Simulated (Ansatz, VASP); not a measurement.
Au in VASP and in Ansatz

```
Au
1.0
     0.00000    2.04166    2.04166
     2.04166    0.00000    2.04166
     2.04166    2.04166    0.00000
Au
1
Direct
  0.00000 0.00000 0.00000
```

Alike in both runs: functional PBEsol; k mesh 20 × 20 × 20; occupations fermi-dirac, width 0.15 eV; no spin polarisation.

Ansatz relaxed the structure, and its values are those at the end. VASP's run is a single point on that final structure, the one shown.

```csv
,VASP,Ansatz
version,VASP 6.6.1,Ansatz 0.2.0
potentials or method,"VASP PAW PBE potentials, release 64 (Au), cutoff 520 eV","scalar-relativistic, plane waves, PAW"
valence electrons in the cell,11,19
```

|  | VASP | Ansatz | Ansatz less VASP |
| --- | --- | --- | --- |
| gap on the k mesh at the Fermi level (eV) | none | none | - |
| pressure (GPa) | -0.3 | 0.0 | +0.29 |

VASP's potentials were made for PBE, not for PBEsol. A gap of «none» marks a metal or a gap that the smearing closes. VASP's potentials hold 11 valence electrons a cell and Ansatz's 19, so a difference there can come from the potentials and not from the codes.

Spin-orbit coupling is off throughout.
